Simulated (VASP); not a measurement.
A run of VASP 6.6.1 is set up as follows.

INCAR

```
ALGO = Normal
EDIFF = 1E-6
ENCUT = 600
GGA = CA
GGA_COMPAT = F
ISIF = 2
ISMEAR = -1
LASPH = T
LCHARG = T
LELF = T
LREAL = F
LVHAR = T
LWAVE = F
NBANDS = 14
NELM = 120
PREC = Accurate
SIGMA = 0.05
```

Contents of KPOINTS:

```
k-points
0
Gamma
  10 10 10
```

Contents of POSCAR:

```
HfN
1.0
    0.0000000000      2.2560000000      2.2560000000
    2.2560000000      0.0000000000      2.2560000000
    2.2560000000      2.2560000000      0.0000000000
Hf N
1 1
Direct
    0.0000000000      0.0000000000      0.0000000000
    0.5000000000      0.5000000000      0.5000000000
```

Potentials or basis: VASP PAW LDA potentials, release 64 (Hf_pv, N).

Launch:

```console
$ cat potpaw_LDA.64/Hf_pv/POTCAR potpaw_LDA.64/N/POTCAR > POTCAR
$ mpirun -np 1 vasp_std > vasp.out
```

Q: What does it give for the pressure?

A: -9.6 GPa.

Q: What does it give for the band gap on the k mesh?

A: Zero (an odd number of electrons rules out a gap without spin polarisation).

Caveat: the cell stands under tension; spin-orbit coupling is left out, which moves the levels of the heavy elements; an odd number of electrons without spin polarisation forces a metal; a magnetic or distorted state may lie lower.
